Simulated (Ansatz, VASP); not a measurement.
**Two plane-wave programs on MgI2**

Contents of POSCAR:

```
MgI2
1.0
    0.0000000000      3.7557205885      3.7557205885
    3.7557205885      0.0000000000      3.7557205885
    3.7557205885      3.7557205885      0.0000000000
Mg I
1 2
Direct
    0.0000000000      0.0000000000      0.0000000000
    0.2500000000      0.2500000000      0.2500000000
    0.7500000000      0.7500000000      0.7500000000
```

INCAR.step1

```
SYSTEM = MgI2
  PREC = Accurate
  ENCUT = 520
  EDIFF = 1E-5
  ISMEAR = 0
  SIGMA = 0.01
  LREAL = .False.
  LASPH = .True.
  NELM = 100
  ALGO = Normal
  ISIF = 2
  LWAVE = .True.
  LCHARG = .False.
  GGA = PE
  NBANDS = 15
```

Contents of INCAR.step2:

```
SYSTEM = MgI2
  PREC = Accurate
  ENCUT = 520
  EDIFF = 1E-6
  ISMEAR = 0
  SIGMA = 0.01
  LREAL = .False.
  LASPH = .True.
  NELM = 100
  ALGO = Normal
  ISIF = 2
  LWAVE = .False.
  LCHARG = .False.
  GGA = PE
  LHFCALC = .True.
  AEXX = 1.0
  PRECFOCK = Normal
  ISTART = 1
  NBANDS = 15
  ALDAC = 1.0
  AGGAC = 1.0
```

The input KPOINTS:

```
regular mesh
0
Gamma
  4 4 4
  0 0 0
```

Input for Ansatz:

```yaml
crystal:
  lattice:
    - [0.0, 3.7557205885, 3.7557205885]
    - [3.7557205885, 0.0, 3.7557205885]
    - [3.7557205885, 3.7557205885, 0.0]
  atoms:
    - { symbol: Mg, position: [0.0, 0.0, 0.0] }
    - { symbol: I, position: [0.25, 0.25, 0.25] }
    - { symbol: I, position: [0.75, 0.75, 0.75] }
kpoints:
  mp_grid: { grid: [4, 4, 4] }
hamiltonian:
  xc: { exchange: pbe, correlation: pbe, exx: { coeff: 1.0 } }
scf:
  occupations: { method: fixed }
  n_extra_bands: 4
output:
  forces: true
  stress: true
  eigenvalues: true
```

Alike in both runs: task single point; functional PBE-based global hybrid with a share of 1.0 of exact exchange; k mesh 4 × 4 × 4; no spin polarisation.

|  | VASP | Ansatz |
| --- | --- | --- |
| version | VASP 6.6.1 | Ansatz 0.2.0 |
| potentials or method | VASP PAW PBE potentials, release 64 (Mg, I) | plane waves |
| plane-wave cutoff (eV) | 520 | 420 |
| occupations | gaussian, width 0.01 eV | fixed |
| valence electrons in the cell | 16 | 44 |

Ansatz gave:

* gap on the k mesh at the Fermi level (eV): 7.16
* pressure (GPa): -1.9

Task: Estimate VASP's values.

Result: gap on the k mesh at the Fermi level (eV): 7.10; pressure (GPa): -2.5.

VASP's potentials were made for PBE, not for PBE-based global hybrid. VASP's potentials hold 16 valence electrons a cell and Ansatz's 44, so a difference there can come from the potentials and not from the codes. Ansatz's warnings: stress exchange threshold loose, stress scf threshold loose.

Neither program's run includes spin-orbit coupling.
